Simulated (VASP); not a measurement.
# BN (P1) in VASP: a series of runs, part 2 of 2

VASP 6.6.1.

## 3. Single point, r2SCAN

This run uses another cell than the first one, of 8.25 Å³/atom.

Contents of POSCAR:

```
BN
1.0
    2.5080409239      0.0000000000      0.0000000000
   -1.2467107647      2.1762310413      0.0000000000
   -0.6306650796     -1.0881155206      3.0225400000
N B
1 1
Direct
    0.6685060000      0.3323850000      0.9849990000
    0.9796430000      0.9834990000      0.0018060000
```

Contents of INCAR.step1:

```
SYSTEM = BN
  PREC = Accurate
  ENCUT = 520
  ISMEAR = -1
  SIGMA = 0.05
  LREAL = .FALSE.
  LASPH = .TRUE.
  NELM = 60
  NBANDS = 11
  GGA = PE
  ALGO = Normal
  EDIFF = 1E-4
  LWAVE = .TRUE.
  LCHARG = .FALSE.
```

Contents of INCAR.step2:

```
SYSTEM = BN
  PREC = Accurate
  ENCUT = 520
  EDIFF = 1E-6
  ISMEAR = -1
  SIGMA = 0.05
  LREAL = .FALSE.
  LASPH = .TRUE.
  NELM = 60
  ALGO = Normal
  ISIF = 2
  LWAVE = .FALSE.
  LCHARG = .FALSE.
  METAGGA = R2SCAN
  LMIXTAU = .TRUE.
  NBANDS = 11
  ISTART = 1
```

Contents of KPOINTS:

```
regular mesh
0
G
  13 13 9
  0 0 0
```

Potentials or basis: VASP PAW PBE potentials, release 64 (N, B).

Run with:

```bash
$ cat potpaw_PBE.64/N/POTCAR potpaw_PBE.64/B/POTCAR > POTCAR
$ cp INCAR.step1 INCAR
$ mpirun -np 1 vasp_std > vasp.out
$ cp INCAR.step2 INCAR
$ mpirun -np 1 vasp_std > vasp.out
```

OUTCAR:

```text
SYSTEM = BN
   PREC = Accurate
   ENCUT = 520
   EDIFF = 1E-6
   ISMEAR = -1
   LREAL = .FALSE.
   LASPH = .TRUE.
   NELM = 60
   ISIF = 2
   METAGGA = R2SCAN
   ISTART = 1

 ion  position               nearest neighbor table
   1  0.669  0.332  0.985-   2 1.40   2 1.43   2 1.52
   2  0.980  0.983  0.002-   1 1.40   1 1.43   1 1.52

  LATTYP: Found a face centered orthorhombic cell.
 ALAT       =     2.5153400000
 B/A-ratio  =     1.7253460765
 C/A-ratio  =     2.4032854405

  Lattice vectors:

 A1 = (  -1.8773758443,   1.0881155207,   3.0225400000)
 A2 = (   0.6306650796,   1.0881155207,   3.0225400000)
 A3 = (  -1.2467107647,   2.1762310413,   0.0000000000)

Analysis of symmetry for initial positions (statically):
=====================================================================
 Subroutine PRICEL returns:
 Original cell was already a primitive cell.

 Routine SETGRP: Setting up the symmetry group for a
 face centered orthorhombic supercell.

 Subroutine GETGRP returns: Found  1 space group operations
 (whereof  1 operations were pure point group operations)
 out of a pool of  8 trial point group operations.

The static configuration has the point symmetry C_1 .
[... 186 lines left out ...]
 fundamental gap:      3.3184737679
 Fermi energy:         4.2053600811

 k-point     1 :       0.0000    0.0000    0.0000
  band No.  band energies     occupation
      1     -16.1028      2.00000
      2      -0.6999      2.00000
      3       0.6312      2.00000
      4       2.3357      2.00000
      5       9.1538      0.00000
      6      14.0977      0.00000
      7      16.2102      0.00000
      8      17.3505      0.00000
      9      18.9748      0.00000
     10      29.9731      0.00000
     11      31.4355      0.00000
[... 309 lines left out ...]
 k-point    24 :       0.2308    0.1538    0.0000
  band No.  band energies     occupation
      1     -13.8533      2.00000
      2      -3.7051      2.00000
      3      -1.9608      2.00000
      4       0.6093      2.00000
      5      10.8131      0.00000
      6      14.3060      0.00000
      7      16.2974      0.00000
      8      19.9324      0.00000
      9      21.2952      0.00000
     10      25.1038      0.00000
     11      29.1403      0.00000

 [... further k-points ...]
[... 5 lines left out ...]
  --------------------------------------------------------------------------------------
  -------------------------------------------------------------------------------------
  Total       -0.7139769      0.4334832      0.6383005     -0.4658329      0.1200960      0.0580727
  in kB      -69.3398737     42.0989384     61.9903549    -45.2406764     11.6634595      5.6398894
  external PRESSURE =      11.5831399 kB  Pullay stress =       0.0000000 kB

 VOLUME and BASIS-vectors are now :
 -----------------------------------------------------------------------------
  energy-cutoff  :      520.00
  volume of cell :       16.50
      direct lattice vectors                 reciprocal lattice vectors
     2.508040924  0.000000000  0.000000000     0.398717577  0.228415773  0.165423783
    -1.246710765  2.176231041  0.000000000     0.000000000  0.459510034  0.165423783
    -0.630665080 -1.088115521  3.022540000     0.000000000  0.000000000  0.330847565

 POSITION                                       TOTAL-FORCE (eV/Angst)
 -----------------------------------------------------------------------------------
      0.64105     -0.34845      2.97720        -1.649706     -2.080130      0.628718
      1.22971      2.13836      0.00546         1.649706      2.080130     -0.628718
 -----------------------------------------------------------------------------------
    total drift:                               -0.000340      0.000148     -0.000128

  FREE ENERGIE OF THE ION-ELECTRON SYSTEM (eV)
  ---------------------------------------------------
  free  energy   TOTEN  =       -19.1421358417 eV

  energy  without entropy=      -19.1421358416  energy(sigma->0) =      -19.14213584
```

OUTCAR.step1:

```text
SYSTEM = BN
   PREC = Accurate
   ENCUT = 520
   ISMEAR = -1
   LREAL = .FALSE.
   LASPH = .TRUE.
[... 580 lines left out ...]
      0.64105     -0.34845      2.97720        -1.655154     -2.078705      0.591325
      1.22971      2.13836      0.00546         1.655154      2.078705     -0.591325
 -----------------------------------------------------------------------------------
    total drift:                               -0.000372      0.000005     -0.000316

  FREE ENERGIE OF THE ION-ELECTRON SYSTEM (eV)
  ---------------------------------------------------
  free  energy   TOTEN  =       -17.4071281297 eV

  energy  without entropy=      -17.4071281296  energy(sigma->0) =      -17.40712813
```

It took 5 min on 1 thread of Intel Xeon Platinum 8488C (Sapphire Rapids), shared host; peak memory 0.24 GiB.

What came out:

| Quantity | Value |
| --- | --- |
| Free energy | -19.1421 eV |
| Pressure | 1.2 GPa |
| Largest force | 2.728 eV/Å |
| Band gap on the k mesh | 3.32 eV (least direct gap 5.22 eV) |

Forces in eV/Å, atoms in the order of the input:
```
N   -1.650 -2.080  0.629
B    1.650  2.080 -0.629
```

Stress tensor (GPa, compression positive):
```
-6.93 -4.52  0.56
-4.52  4.21  1.17
 0.56  1.17  6.20
```

Levels at points of the mesh, in eV from the valence-band top:
| k point | band 2 | band 3 | band 4 | band 5 | band 6 | band 7 |
| --- | --- | --- | --- | --- | --- | --- |
| (0.00, 0.00, 0.00) | -3.97 | -2.64 | -0.93 | 5.89 | 10.83 | 12.94 |

Caveat: the PAW data sets were made with another functional, which shifts forces and pressure a little; an odd mesh through Γ misses points on the zone boundary, where band edges can lie.

## 4. Single point, r2SCAN

This run uses another cell than the first one, of 8.41 Å³/atom.

Contents of POSCAR:

```
BN
1.0
    2.5246509505      0.0000000000      0.0000000000
   -1.2549673680      2.1906435874      0.0000000000
   -0.6348417913     -1.0953217937      3.0425574046
N B
1 1
Direct
    0.6685060000      0.3323850000      0.9849990000
    0.9796430000      0.9834990000      0.0018060000
```

Contents of INCAR.step1:

```
SYSTEM = BN
PREC = Accurate
ENCUT = 520
ISMEAR = -1
SIGMA = 0.05
LREAL = .FALSE.
LASPH = .TRUE.
NELM = 80
NBANDS = 11
GGA = PE
ALGO = Normal
EDIFF = 1E-4
LWAVE = .TRUE.
LCHARG = .FALSE.
```

Contents of INCAR.step2:

```
SYSTEM = BN
PREC = Accurate
ENCUT = 520
EDIFF = 1E-6
ISMEAR = -1
SIGMA = 0.05
LREAL = .FALSE.
LASPH = .TRUE.
NELM = 80
ALGO = Normal
ISIF = 2
LWAVE = .FALSE.
LCHARG = .FALSE.
METAGGA = R2SCAN
LMIXTAU = .TRUE.
NBANDS = 11
ISTART = 1
```

KPOINTS is that of step 3.

Run with:

```bash
$ cat potpaw_PBE.64/N/POTCAR potpaw_PBE.64/B/POTCAR > POTCAR
$ cp INCAR.step1 INCAR
$ mpirun -np 1 vasp_std > vasp.out
$ cp INCAR.step2 INCAR
$ mpirun -np 1 vasp_std > vasp.out
```

It took 6 min on 1 thread of Intel Xeon Platinum 8488C (Sapphire Rapids), shared host; peak memory 0.24 GiB.

It converged, with:

- Free energy: -19.1395 eV
- Pressure: -4.1 GPa
- Largest force: 2.610 eV/Å
- Band gap on the k mesh: 3.33 eV (least direct gap 5.17 eV)

Forces on the atoms (eV/Å):
```
N   -1.571 -1.983  0.640
B    1.571  1.983 -0.640
```

Stress tensor (GPa, compression positive):
```
-13.69  -3.81   0.53
 -3.81  -4.19   1.10
  0.53   1.10   5.57
```

Levels at points of the mesh, in eV from the valence-band top:
| k point | band 1 | band 2 | band 3 | band 4 | band 5 | band 6 | band 7 | band 8 | band 9 |
| --- | --- | --- | --- | --- | --- | --- | --- | --- | --- |
| (0.00, 0.00, 0.00) | -19.22 | -3.90 | -2.63 | -0.95 | 5.82 | 10.69 | 12.78 | 13.83 | 15.36 |

Caveat: the cell stands under tension; the PAW data sets were made with another functional, which shifts forces and pressure a little; an odd mesh through Γ misses points on the zone boundary, where band edges can lie.

## 5. Single point, r2SCAN

This run uses another cell than the first one, of 8.58 Å³/atom.

Contents of POSCAR:

```
BN
1.0
    2.5410452472      0.0000000000      0.0000000000
   -1.2631167351      2.2048689444      0.0000000000
   -0.6389642561     -1.1024344721      3.0623148244
N B
1 1
Direct
    0.6685060000      0.3323850000      0.9849990000
    0.9796430000      0.9834990000      0.0018060000
```

Contents of INCAR.step1:

```
  PREC = Accurate
  ENCUT = 520
  ISMEAR = -1
  SIGMA = 0.05
  LREAL = False
  LASPH = True
  NELM = 60
  NBANDS = 11
  GGA = PE
  ALGO = Normal
  EDIFF = 1E-4
  LWAVE = True
  LCHARG = False
```

Contents of INCAR.step2:

```
  PREC = Accurate
  ENCUT = 520
  EDIFF = 1E-7
  ISMEAR = -1
  SIGMA = 0.05
  LREAL = False
  LASPH = True
  NELM = 60
  ALGO = Normal
  ISIF = 2
  LWAVE = False
  LCHARG = False
  METAGGA = R2SCAN
  LMIXTAU = True
  NBANDS = 11
  ISTART = 1
```

Contents of KPOINTS:

```
regular mesh
0
Gamma
  13 13 9
```

Run with:

```bash
$ cat potpaw_PBE.64/N/POTCAR potpaw_PBE.64/B/POTCAR > POTCAR
$ cp INCAR.step1 INCAR
$ mpirun -np 1 vasp_std > vasp.out
$ cp INCAR.step2 INCAR
$ mpirun -np 1 vasp_std > vasp.out
```

Wall time 6.9 min (1 thread of Intel Xeon Platinum 8488C (Sapphire Rapids), shared host); peak memory 0.24 GiB.

It converged, with:

- Free energy: -19.1266 eV
- Pressure: -8.9 GPa
- Largest force: 2.498 eV/Å
- Band gap on the k mesh: 3.33 eV (least direct gap 5.12 eV)

Forces on the atoms (eV/Å):
```
N   -1.497 -1.891  0.651
B    1.497  1.891 -0.651
```

Stress tensor (GPa, compression positive):
```
-19.86  -3.15   0.49
 -3.15 -11.88   1.04
  0.49   1.04   4.99
```

Levels at points of the mesh, in eV from the valence-band top:
```
           k point  band 2  band 3  band 4  band 5  band 6  band 7
(0.00, 0.00, 0.00)   -3.83   -2.63   -0.96    5.74   10.55   12.62
```

Caveat: the cell stands under tension; the PAW data sets were made with another functional, which shifts forces and pressure a little; an odd mesh through Γ misses points on the zone boundary, where band edges can lie.

## 6. Single point, PBE0

This run uses another cell than the first one, of 10.92 Å³/atom.

Contents of POSCAR:

```
BN
1.0
    2.4951696314     -0.0039984918     -0.0053455003
   -1.2437821295      2.1630701787      0.0060158671
   -0.6321358262     -1.0748709920      4.0488620879
N B
1 1
Direct
    0.6573967833      0.3246224861      0.9934054848
    0.9907522167      0.9912615139     -0.0066004848
```

Contents of INCAR.step1:

```
PREC     = Accurate       # precision mode
ENCUT    = 520            # plane-wave cutoff, eV
EDIFF    = 1E-5           # SCF threshold, eV
ISMEAR   = -1             # smearing method
SIGMA    = 0.05           # smearing width, eV
LREAL    = F              # projectors in reciprocal space
LASPH    = T              # aspherical terms in the spheres
NELM     = 100            # most SCF steps
ALGO     = Normal         # electronic algorithm
ISIF     = 2              # what is computed and relaxed
LWAVE    = T              # write WAVECAR
GGA      = PE             # functional
NBANDS   = 11             # bands
```

Contents of INCAR.step2:

```
PREC     = Accurate       # precision mode
ENCUT    = 520            # plane-wave cutoff, eV
EDIFF    = 1E-6           # SCF threshold, eV
ISMEAR   = -1             # smearing method
SIGMA    = 0.05           # smearing width, eV
LREAL    = F              # projectors in reciprocal space
LASPH    = T              # aspherical terms in the spheres
NELM     = 100            # most SCF steps
ALGO     = Normal         # electronic algorithm
ISIF     = 2              # what is computed and relaxed
LWAVE    = F              # write WAVECAR
LCHARG   = T              # write CHGCAR
GGA      = PE             # functional
LHFCALC  = T              # exact exchange
AEXX     = 0.25           # exact-exchange fraction
PRECFOCK = Normal       
LELF     = T              # ELF
LVHAR    = T            
ISTART   = 1            
NBANDS   = 11             # bands
```

Contents of KPOINTS:

```
Automatic mesh
0
Gamma
  7 7 5
```

Potentials or basis: VASP PAW PBE potentials, release 64 (N, B).

Run with:

```bash
$ cat potpaw_PBE.64/N/POTCAR potpaw_PBE.64/B/POTCAR > POTCAR
$ cp INCAR.step1 INCAR
$ mpirun -np 1 vasp_std > vasp.out
$ cp INCAR.step2 INCAR
$ mpirun -np 1 vasp_std > vasp.out
```

Wall time 43 min (1 thread of Oxide Virtual Turin-like, shared host); peak memory 0.13 GiB.

It converged, with:

```
Free energy            : -21.3614 eV
Pressure               : 0.2 GPa
Band gap on the k mesh : 6.57 eV (least direct gap 7.44 eV)
```

Stress tensor (GPa, compression positive):
```
 0.33  0.00  0.00
 0.00  0.33  0.00
 0.00  0.00 -0.17
```

Levels at points of the mesh, in eV from the valence-band top:
| k point | band 2 | band 3 | band 4 | band 5 | band 6 | band 7 |
| --- | --- | --- | --- | --- | --- | --- |
| (0.00, 0.00, 0.00) | -5.14 | -1.29 | -1.29 | 6.57 | 14.50 | 14.52 |

Caveat: the k points lie up to 0.43 Å⁻¹ apart; the PAW data sets were made with another functional, which shifts forces and pressure a little; an odd mesh through Γ misses points on the zone boundary, where band edges can lie.

## 7. Summary

```csv
level,cell,k mesh,grid for exact exchange (PRECFOCK),share of exact exchange,gap on the mesh (eV),pressure (GPa),largest force (eV/Å)
r2SCAN,"a = 2.491, b = 2.491, c = 3.252 Å, angles 101.1, 101.1, 119.8°, 2 atoms, atomic positions A",13 × 13 × 9,-,-,3.31,6.9,2.85
r2SCAN,"a = 2.508, b = 2.508, c = 3.274 Å, angles 101.1, 101.1, 119.8°, 2 atoms, atomic positions A",13 × 13 × 9,-,-,3.32,1.2,2.73
r2SCAN,"a = 2.525, b = 2.525, c = 3.295 Å, angles 101.1, 101.1, 119.8°, 2 atoms, atomic positions A",13 × 13 × 9,-,-,3.33,-4.1,2.61
r2SCAN,"a = 2.541, b = 2.541, c = 3.317 Å, angles 101.1, 101.1, 119.8°, 2 atoms, atomic positions A",13 × 13 × 9,-,-,3.33,-8.9,2.50
PBE0,"a = 2.495, b = 2.495, c = 4.237 Å, angles 98.2, 98.7, 120.0°, 2 atoms, atomic positions B",7 × 7 × 5,Normal,0.25,6.57,0.2,-
```

Alike in all rows: task single point; potentials or basis VASP PAW PBE potentials, release 64 (N, B); no spin polarisation; cutoff (eV) 520; smearing fermi-dirac 0.05 eV.

Caveats: some runs use coarse meshes; the PAW data sets were made with another functional, which shifts forces and pressure a little; an odd mesh through Γ misses points on the zone boundary, where band edges can lie; the cell stands under tension (at least some runs); the cell stands under pressure (at least some runs).

Absolute energies hang on the potentials; compare differences alone.
